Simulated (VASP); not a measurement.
# In4Sb (P-43m) in VASP: a series of runs

The runs below take In4Sb through relaxation of cell and atoms, with PBE.

All numbers are computed with VASP 6.6.1; they aren't measurements. Logs are shortened: lines on timing, memory, paths and dates and some standing lists are left out, and cuts for length are marked.

## (1) The cell of the first run

It takes space group P-43m (No. 215, cubic). The conventional cell has a = 5.244 Å, b = 5.244 Å, c = 5.244 Å, α = 90.00°, β = 90.00°, γ = 90.00°. Within 3.0 Å of In (site symmetry 3m) lie 1 Sb at 2.27 Å. Sb (site symmetry -43m) has 4 In at 2.27 Å within 3.0 Å.

The cell was generated, and may not be a known phase.

## (2) Relaxation of cell and atoms, PBE

INCAR

```
SYSTEM = In4Sb
PREC = Accurate
ENCUT = 600
EDIFF = 1E-6
ISMEAR = 0
SIGMA = 0.1
LREAL = .False.
LASPH = .True.
NELM = 60
ALGO = Normal
ISIF = 3
LWAVE = .False.
LCHARG = .False.
GGA = PE
IBRION = 2
NSW = 90
EDIFFG = -0.04
```

KPOINTS

```
regular mesh
0
Gamma
  4 4 4
  0 0 0
```

POSCAR

```
In4Sb
1.0
    5.2442391700      0.0000000000      0.0000000000
    0.0000000000      5.2442391700      0.0000000000
    0.0000000000      0.0000000000      5.2442391700
In Sb
4 1
Direct
    0.2500000000      0.2500000000      0.2500000000
    0.7500000000      0.7500000000      0.2500000000
    0.2500000000      0.7500000000      0.7500000000
    0.7500000000      0.2500000000      0.7500000000
    0.0000000000      0.0000000000      0.0000000000
```

Potentials or basis: VASP PAW PBE potentials, release 64 (In_d, Sb).

Run with:

```console
$ cat potpaw_PBE.64/In_d/POTCAR potpaw_PBE.64/Sb/POTCAR > POTCAR
$ mpirun -np 1 vasp_std > vasp.out
```

OUTCAR:

```text
SYSTEM = In4Sb
   PREC = Accurate
   ENCUT = 600
   EDIFF = 1E-6
   ISMEAR = 0
   LREAL = .False.
   LASPH = .True.
   NELM = 60
   ISIF = 3
   GGA = PE
   IBRION = 2
   NSW = 90
   EDIFFG = -0.04

 ion  position               nearest neighbor table
   1  0.250  0.250  0.250-   5 2.27   3 3.71   4 3.71   2 3.71   3 3.71   4 3.71   2 3.71   3 3.71
                             3 3.71   2 3.71   4 3.71   4 3.71   2 3.71
   2  0.750  0.750  0.250-   5 2.27   3 3.71   4 3.71   1 3.71   3 3.71   4 3.71   1 3.71   4 3.71
                             4 3.71   1 3.71   3 3.71   3 3.71   1 3.71
   3  0.250  0.750  0.750-   5 2.27   2 3.71   4 3.71   1 3.71   1 3.71   2 3.71   1 3.71   4 3.71
                             1 3.71   2 3.71   4 3.71   2 3.71   4 3.71
   4  0.750  0.250  0.750-   5 2.27   2 3.71   3 3.71   1 3.71   1 3.71   2 3.71   2 3.71   3 3.71
                             2 3.71   1 3.71   3 3.71   1 3.71   3 3.71
   5  0.000  0.000  0.000-   1 2.27   2 2.27   3 2.27   4 2.27

  LATTYP: Found a simple cubic cell.
 ALAT       =     5.2442391700

  Lattice vectors:

 A1 = (   5.2442391700,   0.0000000000,   0.0000000000)
 A2 = (   0.0000000000,   5.2442391700,   0.0000000000)
 A3 = (   0.0000000000,   0.0000000000,   5.2442391700)

Analysis of symmetry for initial positions (statically):
=====================================================================
 Subroutine PRICEL returns:
 Original cell was already a primitive cell.

 Routine SETGRP: Setting up the symmetry group for a
 simple cubic supercell.

 Subroutine GETGRP returns: Found 24 space group operations
 (whereof 24 operations were pure point group operations)
 out of a pool of 48 trial point group operations.

The static configuration has the point symmetry T_d .

Analysis of symmetry for dynamics (positions and initial velocities):
=====================================================================
 Subroutine PRICEL returns:
 Original cell was already a primitive cell.

 Routine SETGRP: Setting up the symmetry group for a
 simple cubic supercell.

 Subroutine GETGRP returns: Found 24 space group operations
 (whereof 24 operations were pure point group operations)
 out of a pool of 48 trial point group operations.

The dynamic configuration has the point symmetry T_d .

 Subroutine INISYM returns: Found 24 space group operations
 (whereof 24 operations are pure point group operations),
 and found     1 'primitive' translations

----------------------------------------------------------------------------------------

                                     Primitive cell

  volume of cell :     144.2273

  direct lattice vectors                    reciprocal lattice vectors
     5.244239170  0.000000000  0.000000000     0.190685430  0.000000000  0.000000000
     0.000000000  5.244239170  0.000000000     0.000000000  0.190685430  0.000000000
     0.000000000  0.000000000  5.244239170     0.000000000  0.000000000  0.190685430

  length of vectors
     5.244239170  5.244239170  5.244239170     0.190685430  0.190685430  0.190685430

  position of ions in fractional coordinates (direct lattice)
     0.250000000  0.250000000  0.250000000
     0.750000000  0.750000000  0.250000000
     0.250000000  0.750000000  0.750000000
     0.750000000  0.250000000  0.750000000
     0.000000000  0.000000000  0.000000000

  ion indices of the primitive-cell ions
   primitive index   ion index
                 1           1
                 2           2
                 3           3
                 4           4
                 5           5

----------------------------------------------------------------------------------------

 KPOINTS: regular mesh

Automatic generation of k-mesh.
 Grid dimensions read from file:
 generate k-points for:    4    4    4

 Generating k-lattice:

  Cartesian coordinates                     Fractional coordinates (reciprocal lattice)
     0.047671357  0.000000000  0.000000000     0.250000000  0.000000000  0.000000000
     0.000000000  0.047671357  0.000000000     0.000000000  0.250000000  0.000000000
     0.000000000  0.000000000  0.047671357     0.000000000  0.000000000  0.250000000

  Length of vectors
     0.047671357  0.047671357  0.047671357

  Shift w.r.t. Gamma in fractional coordinates (k-lattice)
     0.000000000  0.000000000  0.000000000

 Subroutine IBZKPT returns following result:
 ===========================================

 Found     10 irreducible k-points:

 Following reciprocal coordinates:
            Coordinates               Weight
  0.000000  0.000000  0.000000      1.000000
  0.250000  0.000000  0.000000      6.000000
  0.500000  0.000000  0.000000      3.000000
  0.250000  0.250000  0.000000     12.000000
  0.500000  0.250000  0.000000     12.000000
  0.500000  0.500000  0.000000      3.000000
  0.250000  0.250000  0.250000      8.000000
  0.500000  0.250000  0.250000     12.000000
  0.500000  0.500000  0.250000      6.000000
  0.500000  0.500000  0.500000      1.000000
   k-points           NKPTS =     10   k-points in BZ     NKDIM =     10   number of bands    NBANDS=     34
   number of dos      NEDOS =    301   number of ions     NIONS =      5
   total plane-waves  NPLWV =  74088
   dimension x,y,z NGX =    42 NGY =   42 NGZ =   42
   dimension x,y,z NGXF=    84 NGYF=   84 NGZF=   84
   ions per type =               4   1
   NGX,Y,Z   is equivalent  to a cutoff of  13.31, 13.31, 13.31 a.u.
   NGXF,Y,Z  is equivalent  to a cutoff of  26.63, 26.63, 26.63 a.u.
 SYSTEM =  In4Sb
   PREC   = accura    normal or accurate (medium, high low for compatibility)
   ISTART =      0    job   : 0-new  1-cont  2-samecut
   ICHARG =      2    charge: 1-file 2-atom 10-const
   ISPIN  =      1    spin polarized calculation?
   LNONCOLLINEAR =      F non collinear calculations
   LSORBIT =      F    spin-orbit coupling
   LASPH  =      T    aspherical Exc in radial PAW
   ENCUT  =  600.0 eV  44.10 Ry    6.64 a.u.  10.47 10.47 10.47*2*pi/ulx,y,z
   NELM   =     60;   NELMIN=  2; NELMDL= -5     # of ELM steps
   EDIFF  = 0.1E-05   stopping-criterion for ELM
   LREAL  =      F    real-space projection
   EDIFFG = -.4E-01   stopping-criterion for IOM
   NSW    =     90    number of steps for IOM
   IBRION =      2    ionic relax: 0-MD 1-quasi-New 2-CG
   NFREE  =      1    steps in history (QN), initial steepest desc. (CG)
   ISIF   =      3    stress and relaxation
   ISYM   =      2    0-nonsym 1-usesym 2-fastsym
   POTIM  = 0.5000    time-step for ionic-motion
   TEBEG  =    0.0;   TEEND  =   0.0 temperature during run
   PSTRESS=    0.0 pullay stress
   NELECT =      57.0000    total number of electrons
   NUPDOWN=      -1.0000    fix difference up-down
   EMIN   =  10.00;   EMAX   =-10.00  energy-range for DOS
   EFERMI =   0.00;   METHOD = LEGACY
   ISMEAR =     0;   SIGMA  =   0.10  broadening in eV -4-tet -1-fermi 0-gaus
   EFERMI_NEDOS =   21; number of points for ismear=-14 and -15
   IALGO  =     38    algorithm
   IMIX   =      4    mixing-type and parameters
     AMIX     =   0.40;   BMIX     =  1.00
     AMIX_MAG =   1.60;   BMIX_MAG =  1.00
  volume/ion in A,a.u.               =      28.85       194.66
  Fermi-wavevector in a.u.,A,eV,Ry     =   1.201390  2.270298 19.637800  1.443338
  Thomas-Fermi vector in A             =   2.337200
   LORBIT       =      0    0 simple, 1 ext, 2 COOP (PROOUT), +10 PAW based schemes
   GGA     = PE    functional components
   LHFCALC =     F    Hartree Fock is set to
   AEXX    =    0.0000 exact exchange contribution
   IVDW    =     0    specifies the selected vdW correction
   LEPSILON=     F    determine dielectric tensor
   LRPA    =     F    only Hartree local field effects (RPA)
 conjugate gradient relaxation of ions
 non-spin polarized calculation
 Gauss-broadening in eV      SIGMA  =   0.10
  energy-cutoff  :      600.00
  volume of cell :      144.23
 maximum number of plane-waves:      4842
 NGX is ok and might be reduce to    42
   NGX = 21   NGY = 21   NGZ = 21

--------------------------------------- Ionic step        1  -------------------------------------------

 number of electron      57.0000051 magnetization

 Free energy of the ion-electron system (eV)
  ---------------------------------------------------
  ext. energy  EPLUGINS =         0.00000000
  ---------------------------------------------------
  free energy    TOTEN  =        -5.08434978 eV

  energy without entropy =       -5.05859155  energy(sigma->0) =       -5.07147067

------------------------ aborting loop because EDIFF is reached ----------------------------------------

  FORCE on cell =-STRESS in cart. coord.  units (eV):
  Direction    XX          YY          ZZ          XY          YZ          ZX
  --------------------------------------------------------------------------------------
  -------------------------------------------------------------------------------------
  Total       24.6915653     24.6915653     24.6915653      0.0000000      0.0000000     -0.0000000
  in kB      274.2911119    274.2911119    274.2911119      0.0000000      0.0000000     -0.0000000
  external PRESSURE =     274.2911119 kB  Pullay stress =       0.0000000 kB
[... 98 lines left out ...]
  FREE ENERGIE OF THE ION-ELECTRON SYSTEM (eV)
  ---------------------------------------------------
  free  energy   TOTEN  =       -12.6248174411 eV

  energy  without entropy=      -12.5980582869  energy(sigma->0) =      -12.61143786

 E-fermi :   3.9948     XC(G=0):  -8.3012

 val. band max:        3.9178082134   @ k =   0.5000   0.2500   0.2500
 cond. band min:       4.0372598567   @ k =   0.2500   0.2500   0.0000
 fundamental gap:      0.1194516433
 Fermi energy:         3.9947618166

 k-point     1 :       0.0000    0.0000    0.0000
  band No.  band energies     occupation
      1     -10.7919      2.00000
      2     -10.7294      2.00000
      3     -10.7294      2.00000
      4     -10.7011      2.00000
      5     -10.7011      2.00000
      6     -10.7011      2.00000
[... 359 lines left out ...]
     33       7.9440      0.00000
     34       7.9440      0.00000

 E-fermi :   8.6117     XC(G=0): -10.3574

 val. band max:        8.6082696322   @ k =   0.2500   0.0000   0.0000
 cond. band min:       9.1101789552   @ k =   0.5000   0.2500   0.2500
 fundamental gap:      0.5019093230
 Fermi energy:         8.6117179185

 k-point     1 :       0.0000    0.0000    0.0000
  band No.  band energies     occupation
      1      -8.0484      2.00000
      2      -7.3633      2.00000
      3      -7.3633      2.00000
      4      -7.3633      2.00000
      5      -7.2450      2.00000
      6      -7.2450      2.00000
[... 359 lines left out ...]
     33      13.9229      0.00000
     34      13.9229      0.00000

[... ionic steps 4 to 12 ...]

--------------------------------------- Ionic step       13  -------------------------------------------

 number of electron      57.0000002 magnetization

------------------------ aborting loop because EDIFF is reached ----------------------------------------
[... 73 lines left out ...]
--------------------------------------- Ionic step       15  -------------------------------------------

 number of electron      56.9999986 magnetization

 Free energy of the ion-electron system (eV)
  ---------------------------------------------------
  ext. energy  EPLUGINS =         0.00000000
  ---------------------------------------------------
  free energy    TOTEN  =       -13.46054865 eV

  energy without entropy =      -13.44662068  energy(sigma->0) =      -13.45358466

 E-fermi :   5.2537     XC(G=0):  -8.9749

 val. band max:        5.2105331344   @ k =   0.2500   0.0000   0.0000
 cond. band min:       5.2725760891   @ k =   0.5000   0.5000   0.0000
 fundamental gap:      0.0620429547
 Fermi energy:         5.2536821251

 k-point     1 :       0.0000    0.0000    0.0000
  band No.  band energies     occupation
      1      -9.7157      2.00000
      2      -9.5609      2.00000
      3      -9.5609      2.00000
      4      -9.5449      2.00000
      5      -9.5449      2.00000
      6      -9.5449      2.00000
[... 391 lines left out ...]
  FREE ENERGIE OF THE ION-ELECTRON SYSTEM (eV)
  ---------------------------------------------------
  free  energy   TOTEN  =       -13.4605486469 eV

  energy  without entropy=      -13.4466206799  energy(sigma->0) =      -13.45358466

 reached required accuracy - stopping structural energy minimisation
```

It took 7.5 min on 1 thread of AMD EPYC 9R45 (Zen 5), shared host; peak memory 0.26 GiB.

What came out:

```
Free energy                           : -13.4605 eV
Relaxed volume                        : 33.67 Å³/atom
Relaxed cell                          : a = 5.522 Å, b = 5.522 Å, c = 5.522 Å, α = 90.00°, β = 90.00°, γ = 90.00°
Space group after relaxing (to 0.1 Å) : P-43m (No. 215)
Pressure after relaxing               : 0.0 GPa
Band gap on the k mesh                : zero (an odd number of electrons rules out a gap without spin polarisation)
```

Final structure:
```cif
data_structure
_symmetry_space_group_name_H-M 'P 1'
_symmetry_Int_Tables_number 1
_cell_length_a 5.5219
_cell_length_b 5.5219
_cell_length_c 5.5219
_cell_angle_alpha 90.000
_cell_angle_beta 90.000
_cell_angle_gamma 90.000
_cell_volume 168.37
loop_
_atom_site_label
_atom_site_type_symbol
_atom_site_fract_x
_atom_site_fract_y
_atom_site_fract_z
_atom_site_occupancy
In1 In 0.30204 0.30204 0.30204 1
In2 In 0.69796 0.69796 0.30204 1
In3 In 0.30204 0.69796 0.69796 1
In4 In 0.69796 0.30204 0.69796 1
Sb1 Sb 0.00000 0.00000 0.00000 1
```

Caveat: the volume moved by over 15 % at a fixed basis, so the end points are rough; spin-orbit coupling is left out, which moves the levels of the heavy elements.

## (3) Relaxation of cell and atoms, PBE

This run uses another cell than the first one, of 33.43 Å³/atom.

INCAR

```
SYSTEM = In4Sb
ALGO     = Fast           ! electronic algorithm
EDIFF    = 1E-6           ! SCF threshold, eV
EDIFFG   = -0.01          ! ionic threshold
ENCUT    = 600            ! plane-wave cutoff, eV
GGA      = PE             ! functional
IBRION   = 2              ! ionic algorithm
ISIF     = 3              ! what is computed and relaxed
ISMEAR   = 0              ! smearing method
LASPH    = .TRUE.         ! aspherical terms in the spheres
LCHARG   = .FALSE.        ! write CHGCAR
LREAL    = .FALSE.        ! projectors in reciprocal space
LWAVE    = .FALSE.        ! write WAVECAR
NELM     = 80             ! most SCF steps
NSW      = 100            ! ionic steps
PREC     = Accurate       ! precision mode
SIGMA    = 0.1            ! smearing width, eV
```

KPOINTS

```
k-points
0
G
  8 8 8
  0 0 0
```

POSCAR

```
In4Sb
1.0
    5.5083380095      0.0000000000      0.0000000000
    0.0000000000      5.5083380095      0.0000000000
    0.0000000000      0.0000000000      5.5083380095
In Sb
4 1
Direct
    0.3023053911      0.3023053911      0.3023053911
    0.6976946089      0.6976946089      0.3023053911
    0.3023053911      0.6976946089      0.6976946089
    0.6976946089      0.3023053911      0.6976946089
    0.0000000000      0.0000000000      0.0000000000
```

Potentials or basis: VASP PAW PBE potentials, release 64 (In_d, Sb).

Run with:

```console
$ cat potpaw_PBE.64/In_d/POTCAR potpaw_PBE.64/Sb/POTCAR > POTCAR
$ mpirun -np 1 vasp_std > vasp.out
```

Wall time 7.6 min (1 thread of AMD EPYC 9R45 (Zen 5), shared host); peak memory 0.44 GiB.

The run converged. Its results:

```
Free energy                           : -13.4365 eV
Relaxed volume                        : 33.86 Å³/atom
Relaxed cell                          : a = 5.532 Å, b = 5.532 Å, c = 5.532 Å, α = 90.00°, β = 90.00°, γ = 90.00°
Space group after relaxing (to 0.1 Å) : P-43m (No. 215)
Energy gained by relaxing             : 0.1 meV/atom
Ionic steps                           : 3
Pressure after relaxing               : 0.0 GPa
Band gap on the k mesh                : zero (an odd number of electrons rules out a gap without spin polarisation)
```

Forces on the atoms (eV/Å):
```
In  -0.001 -0.001 -0.001
In   0.001  0.001 -0.001
In  -0.001  0.001  0.001
In   0.001 -0.001  0.001
Sb   0.000  0.000  0.000
```

The path:
| step | energy change (eV) | largest force (eV/Å) | pressure (GPa) | volume (Å³) |
| --- | --- | --- | --- | --- |
| 1 | 0.0000 | 0.0122 | 0.19 | 167.13 |
| 2 | -0.0008 | 0.0073 | 0.10 | 168.08 |
| 3 | -0.0006 | 0.0021 | -0.04 | 169.28 |

Final structure:
```
CELL_PARAMETERS angstrom
5.53186 0.00000 0.00000
0.00000 5.53186 0.00000
0.00000 0.00000 5.53186
ATOMIC_POSITIONS crystal
In 0.30217 0.30217 0.30217
In 0.69783 0.69783 0.30217
In 0.30217 0.69783 0.69783
In 0.69783 0.30217 0.69783
Sb 0.00000 0.00000 0.00000
```

Levels at points of the mesh, in eV from the Fermi level:
```csv
k point,band 26,band 27,band 28,band 29,band 30,band 31
"(0.00, 0.00, 0.00)",-1.37,-1.37,-0.36,-0.36,-0.36,0.75
"(0.50, 0.00, 0.00)",-2.88,-1.07,-1.07,-0.56,0.75,1.97
"(0.50, 0.50, 0.00)",-2.20,-0.73,-0.73,-0.30,-0.04,0.29
"(0.50, 0.50, 0.50)",-3.14,-3.14,-3.14,2.76,2.76,2.76
```

Caveat: spin-orbit coupling is left out, which moves the levels of the heavy elements.

The gap in the log of VASP goes by the Fermi energy; the results here count the filled bands.